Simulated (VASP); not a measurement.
# I (Cmce) in VASP: settings compared, part 2 of 2

VASP 6.6.1. The steps go on from the part before.

## Step 3: Single point, PBEsol (41.78 Å³/atom)

This run uses another cell than the first one, of 41.78 Å³/atom.

File INCAR:

```
PREC = Accurate
ENCUT = 520
EDIFF = 1E-7
ISMEAR = -1
SIGMA = 0.05
LREAL = F
LASPH = T
NELM = 60
ALGO = Normal
ISIF = 2
LWAVE = F
LCHARG = T
GGA = PS
LELF = T
LVHAR = T
NBANDS = 22
```

File KPOINTS:

```
Automatic mesh
0
Gamma
  7 7 3
```

File POSCAR:

```
I
1.0
    3.6106380569     -2.3789455559      0.0000000000
    3.6106380569      2.3789455559      0.0000000000
    0.0000000000      0.0000000000      9.7277102343
I
4
Direct
    0.6493000000      0.3507000000      0.3844000000
    0.1493000000      0.8507000000      0.1156000000
    0.3507000000      0.6493000000      0.6156000000
    0.8507000000      0.1493000000      0.8844000000
```

Potentials or basis: VASP PAW PBE potentials, release 64 (I).

Command:

```
$ cat potpaw_PBE.64/I/POTCAR > POTCAR
$ mpirun -np 1 vasp_std > vasp.out
```

OUTCAR:

```text
PREC = Accurate
   ENCUT = 520
   EDIFF = 1E-7
   ISMEAR = -1
   LREAL = F
   LASPH = T
   NELM = 60
   ISIF = 2
   GGA = PS

 ion  position               nearest neighbor table
   1  0.649  0.351  0.384-   3 2.66   2 3.54   2 3.54
   2  0.149  0.851  0.116-   4 2.66   1 3.54   1 3.54
   3  0.351  0.649  0.616-   1 2.66   4 3.54   4 3.54
   4  0.851  0.149  0.884-   2 2.66   3 3.54   3 3.54

  LATTYP: Found a base centered orthorhombic cell.
 ALAT       =     4.7578911118
 B/A-ratio  =     1.5177472422
 C/A-ratio  =     2.0445424256

  Lattice vectors:

 A1 = (  -3.6106380569,  -2.3789455559,   0.0000000000)
 A2 = (   3.6106380569,  -2.3789455559,   0.0000000000)
 A3 = (   0.0000000000,   0.0000000000,   9.7277102343)

Analysis of symmetry for initial positions (statically):
=====================================================================
 Subroutine PRICEL returns:
 Original cell was already a primitive cell.

 Routine SETGRP: Setting up the symmetry group for a
 base centered orthorhombic supercell.

 Subroutine GETGRP returns: Found  8 space group operations
 (whereof  4 operations were pure point group operations)
 out of a pool of  8 trial point group operations.

The static configuration has the point symmetry C_2h.
 The point group associated with its full space group is D_2h.

Analysis of symmetry for dynamics (positions and initial velocities):
=====================================================================
 Subroutine PRICEL returns:
 Original cell was already a primitive cell.

 Routine SETGRP: Setting up the symmetry group for a
 base centered orthorhombic supercell.

 Subroutine GETGRP returns: Found  8 space group operations
 (whereof  4 operations were pure point group operations)
 out of a pool of  8 trial point group operations.

The dynamic configuration has the point symmetry C_2h.
 The point group associated with its full space group is D_2h.

 Subroutine INISYM returns: Found  8 space group operations
 (whereof  4 operations are pure point group operations),
 and found     1 'primitive' translations

----------------------------------------------------------------------------------------

                                     Primitive cell

  volume of cell :     167.1126

  direct lattice vectors                    reciprocal lattice vectors
     3.610638057 -2.378945556  0.000000000     0.138479679 -0.210177151  0.000000000
     3.610638057  2.378945556  0.000000000     0.138479679  0.210177151  0.000000000
     0.000000000  0.000000000  9.727710234     0.000000000  0.000000000  0.102799115

  length of vectors
     4.323897447  4.323897447  9.727710234     0.251696358  0.251696358  0.102799115

  position of ions in fractional coordinates (direct lattice)
     0.649300000  0.350700000  0.384400000
     0.149300000  0.850700000  0.115600000
     0.350700000  0.649300000  0.615600000
     0.850700000  0.149300000  0.884400000

  ion indices of the primitive-cell ions
   primitive index   ion index
                 1           1
                 2           2
                 3           3
                 4           4

----------------------------------------------------------------------------------------

 KPOINTS: Automatic mesh

Automatic generation of k-mesh.
 Grid dimensions read from file:
 generate k-points for:    7    7    3

 Generating k-lattice:

  Cartesian coordinates                     Fractional coordinates (reciprocal lattice)
     0.019782811 -0.030025307  0.000000000     0.142857143 -0.000000000  0.000000000
     0.019782811  0.030025307  0.000000000    -0.000000000  0.142857143  0.000000000
     0.000000000  0.000000000  0.034266372     0.000000000  0.000000000  0.333333333

  Length of vectors
     0.035956623  0.035956623  0.034266372

  Shift w.r.t. Gamma in fractional coordinates (k-lattice)
     0.000000000  0.000000000  0.000000000

 Subroutine IBZKPT returns following result:
 ===========================================

 Found     32 irreducible k-points:

 Following reciprocal coordinates:
            Coordinates               Weight
  0.000000  0.000000  0.000000      1.000000
  0.142857  0.000000  0.000000      4.000000
  0.285714  0.000000  0.000000      4.000000
  0.428571  0.000000  0.000000      4.000000
  0.142857  0.142857  0.000000      2.000000
  0.285714  0.142857  0.000000      4.000000
[... 16 lines left out ...]
  0.428571  0.142857  0.333333      8.000000
 -0.428571  0.142857  0.333333      8.000000
 [... further k-points ...]
   k-points           NKPTS =     32   k-points in BZ     NKDIM =     32   number of bands    NBANDS=     22
   number of dos      NEDOS =    301   number of ions     NIONS =      4
   total plane-waves  NPLWV =  73728
   dimension x,y,z NGX =    32 NGY =   32 NGZ =   72
   dimension x,y,z NGXF=    64 NGYF=   64 NGZF=  144
   ions per type =               4
   NGX,Y,Z   is equivalent  to a cutoff of  12.30, 12.30, 12.30 a.u.
   NGXF,Y,Z  is equivalent  to a cutoff of  24.61, 24.61, 24.61 a.u.
 SYSTEM =  unknown system
   PREC   = accura    normal or accurate (medium, high low for compatibility)
   ISTART =      0    job   : 0-new  1-cont  2-samecut
   ICHARG =      2    charge: 1-file 2-atom 10-const
   ISPIN  =      1    spin polarized calculation?
   LNONCOLLINEAR =      F non collinear calculations
   LSORBIT =      F    spin-orbit coupling
   LASPH  =      T    aspherical Exc in radial PAW
   ENCUT  =  520.0 eV  38.22 Ry    6.18 a.u.   8.04  8.04 18.09*2*pi/ulx,y,z
   NELM   =     60;   NELMIN=  2; NELMDL= -5     # of ELM steps
   EDIFF  = 0.1E-06   stopping-criterion for ELM
   LREAL  =      F    real-space projection
   EDIFFG = 0.1E-05   stopping-criterion for IOM
   NSW    =      0    number of steps for IOM
   IBRION =     -1    ionic relax: 0-MD 1-quasi-New 2-CG
   NFREE  =      0    steps in history (QN), initial steepest desc. (CG)
   ISIF   =      2    stress and relaxation
   ISYM   =      2    0-nonsym 1-usesym 2-fastsym
   POTIM  = 0.5000    time-step for ionic-motion
   TEBEG  =    0.0;   TEEND  =   0.0 temperature during run
   PSTRESS=    0.0 pullay stress
   NELECT =      28.0000    total number of electrons
   NUPDOWN=      -1.0000    fix difference up-down
   EMIN   =  10.00;   EMAX   =-10.00  energy-range for DOS
   EFERMI =   0.00;   METHOD = LEGACY
   ISMEAR =    -1;   SIGMA  =   0.05  broadening in eV -4-tet -1-fermi 0-gaus
   EFERMI_NEDOS =   21; number of points for ismear=-14 and -15
   IALGO  =     38    algorithm
   IMIX   =      4    mixing-type and parameters
     AMIX     =   0.40;   BMIX     =  1.00
     AMIX_MAG =   1.60;   BMIX_MAG =  1.00
  volume/ion in A,a.u.               =      41.78       281.93
  Fermi-wavevector in a.u.,A,eV,Ry     =   0.902522  1.705519 11.082572  0.814546
  Thomas-Fermi vector in A             =   2.025736
   LORBIT       =      0    0 simple, 1 ext, 2 COOP (PROOUT), +10 PAW based schemes
   GGA     = PS    functional components
   LHFCALC =     F    Hartree Fock is set to
   AEXX    =    0.0000 exact exchange contribution
   IVDW    =     0    specifies the selected vdW correction
   LEPSILON=     F    determine dielectric tensor
   LRPA    =     F    only Hartree local field effects (RPA)
 non-spin polarized calculation
  energy-cutoff  :      520.00
  volume of cell :      167.11
 maximum number of plane-waves:      4539
   NGX = 17   NGY = 17   NGZ = 37

 number of electron      28.0000002 magnetization

 Free energy of the ion-electron system (eV)
  ---------------------------------------------------
  ext. energy  EPLUGINS =         0.00000000
  ---------------------------------------------------
  free energy    TOTEN  =        -6.82199890 eV

  energy without entropy =       -6.82199844  energy(sigma->0) =       -6.82199867

 E-fermi :   3.2793     XC(G=0):  -8.2912

 val. band max:        2.6136903591   @ k =   0.0000   0.0000   0.0000
 cond. band min:       3.9445115734   @ k =  -0.4286   0.4286   0.0000
 fundamental gap:      1.3308212144
 Fermi energy:         3.2792841088

 k-point     1 :       0.0000    0.0000    0.0000
  band No.  band energies     occupation
      1     -11.1174      2.00000
      2     -10.6408      2.00000
      3      -8.9801      2.00000
      4      -7.9685      2.00000
      5      -2.0528      2.00000
      6      -0.6218      2.00000
[... 574 lines left out ...]
      6      -1.7134      2.00000
[... 14 lines left out ...]
     21      10.5476      0.00000
     22      11.0037      0.00000

 [... further k-points ...]

------------------------ aborting loop because EDIFF is reached ----------------------------------------

  FORCE on cell =-STRESS in cart. coord.  units (eV):
  Direction    XX          YY          ZZ          XY          YZ          ZX
  --------------------------------------------------------------------------------------
  -------------------------------------------------------------------------------------
  Total        0.0891271      0.0739766      1.7635880      0.0000000      0.0000000      0.0000000
  in kB        0.8544981      0.7092440     16.9082490      0.0000000      0.0000000      0.0000000
  external PRESSURE =       6.1573304 kB  Pullay stress =       0.0000000 kB

 VOLUME and BASIS-vectors are now :
 -----------------------------------------------------------------------------
  energy-cutoff  :      520.00
  volume of cell :      167.11
      direct lattice vectors                 reciprocal lattice vectors
     3.610638057 -2.378945556  0.000000000     0.138479679 -0.210177151  0.000000000
     3.610638057  2.378945556  0.000000000     0.138479679  0.210177151  0.000000000
     0.000000000  0.000000000  9.727710234     0.000000000  0.000000000  0.102799115

 POSITION                                       TOTAL-FORCE (eV/Angst)
 -----------------------------------------------------------------------------------
      3.61064     -0.71035      3.73933         0.000000     -0.446725     -0.838626
      3.61064      1.66859      1.12452         0.000000     -0.446725      0.838626
      3.61064      0.71035      5.98838         0.000000      0.446725      0.838626
      3.61064     -1.66859      8.60319         0.000000      0.446725     -0.838626
 -----------------------------------------------------------------------------------
    total drift:                               -0.000000     -0.000000     -0.000000

  FREE ENERGIE OF THE ION-ELECTRON SYSTEM (eV)
  ---------------------------------------------------
  free  energy   TOTEN  =        -6.8219988962 eV

  energy  without entropy=       -6.8219984418  energy(sigma->0) =       -6.82199867
```

stdout:

```text
POSCAR found type information on POSCAR I
 POSCAR found :  1 types and       4 ions
 scaLAPACK will be used
 -----------------------------------------------------------------------------
|                                                                             |
|                                                                             |
|     You enforced a specific xc type in the INCAR file but a different       |
|     I HOPE YOU KNOW WHAT YOU ARE DOING!                                     |
|                                                                             |
 -----------------------------------------------------------------------------

 LDA part: xc-table for (Slater+PW92), standard interpolation
 POSCAR, INCAR and KPOINTS ok, starting setup
 FFT: planning ... GRIDC
 FFT: planning ... GRID_SOFT
 FFT: planning ... GRID
 WAVECAR not read
 entering main loop
```

Wall time 65 s (1 thread of Intel Xeon Platinum 8559C (Emerald Rapids), shared host); peak memory 0.29 GiB.

Results:

```yaml
Free_energy: -6.8220 eV
Pressure: 0.6 GPa
Largest_force: 0.950 eV/Å
Band_gap_on_the_k_mesh: 1.33 eV (least direct gap 1.42 eV)
```

Forces on the atoms (eV/Å):
```
I    0.000 -0.447 -0.839
I    0.000 -0.447  0.839
I    0.000  0.447  0.839
I    0.000  0.447 -0.839
```

Caveat: this functional lacks dispersion, which holds the molecules together, so the pressure and a relaxed volume are unreliable; the PAW data sets were made with another functional, which shifts forces and pressure a little; spin-orbit coupling is left out, which moves the levels of the heavy elements.
